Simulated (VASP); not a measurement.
The system is BN.

```xyz
2
Lattice="0.0000 3.4240 2.1219 1.2261 0.0000 2.1219 1.2261 3.4240 0.0000" Properties=species:S:1:pos:R:3 pbc="T T T"
N     1.2261    3.4240    2.8291
B     1.2261    3.4240    0.0002
```

Base run:

```yaml
Program: VASP 6.6.1
Functional: PBEsol
Potentials_or_basis: VASP PAW PBE potentials, release 64 (N, B)
Cutoff: 520 eV
k_mesh: 13 × 13 × 13
Occupations: fermi-dirac, width 0.05 eV
Spin: no spin polarisation
```

Its results: band gap on the k mesh 3.82 eV, indirect (least direct gap 4.73 eV); pressure 16.9 GPa; largest force 0.013 eV/Å.

Question: The run is repeated on the same cell with these changes: functional from PBEsol to PBE. What comes out?

Answer: Band gap on the k mesh 3.94 eV, indirect (least direct gap 4.80 eV); pressure 19.6 GPa; largest force 0.013 eV/Å.

PBE binds less tightly than PBEsol, so the same cell stands under more pressure.

Caveats: the PAW data sets were made with another functional, which shifts forces and pressure a little (some runs).

A k mesh can miss the band edges.
